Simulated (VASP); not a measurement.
IrO: single point with PBE

The system is IrO.

```
Ir O
1.0
     2.73762    0.00000    0.00000
    -1.36881    2.37084    0.00000
     0.00000    0.00000    3.46149
Ir O
1 1
Direct
  0.00000 0.00000 0.00000
  0.66667 0.33333 0.50000
```

```
Program             : VASP 6.6.1
Task                : single point
Functional          : PBE
Potentials or basis : VASP PAW PBE potentials, release 64 (Ir, O)
Cutoff              : 520 eV
k mesh              : 6 × 6 × 6
Occupations         : gaussian, width 0.1 eV
Spin                : no spin polarisation
```

```json
{
  "Pressure": "0.4 GPa",
  "Band gap on the k mesh": "zero (an odd number of electrons rules out a gap without spin polarisation)"
}
```

Stress tensor (GPa, compression positive):
```
0.50 0.00 0.00
0.00 0.50 0.00
0.00 0.00 0.15
```

Levels at points of the mesh, in eV from the Fermi level:
| k point | band 4 | band 5 | band 6 | band 7 | band 8 | band 9 | band 10 | band 11 |
| --- | --- | --- | --- | --- | --- | --- | --- | --- |
| (0.00, 0.00, 0.00) | -4.28 | -4.28 | -1.05 | -1.05 | -0.51 | -0.51 | -0.43 | 12.81 |
| (0.50, 0.00, 0.00) | -5.67 | -3.27 | -1.31 | 0.31 | 0.65 | 1.16 | 4.05 | 8.45 |
| (0.00, 0.00, 0.50) | -3.29 | -3.29 | -3.18 | -3.18 | 0.30 | 0.30 | 4.16 | 6.76 |
| (0.50, 0.00, 0.50) | -4.87 | -3.69 | -1.53 | -0.54 | 1.11 | 1.22 | 5.56 | 8.21 |

Wall time 5 s on 1 thread of Intel(R) Xeon(R) 6975P-C (Granite Rapids), with other jobs on the host, peak memory 0.13 GiB.

Caveat: the k points lie up to 0.44 Å⁻¹ apart, too coarse for converged energies and pressures of a metal; spin-orbit coupling is left out, which moves the levels of the heavy elements; an odd number of electrons without spin polarisation forces a metal; a magnetic or distorted state may lie lower.
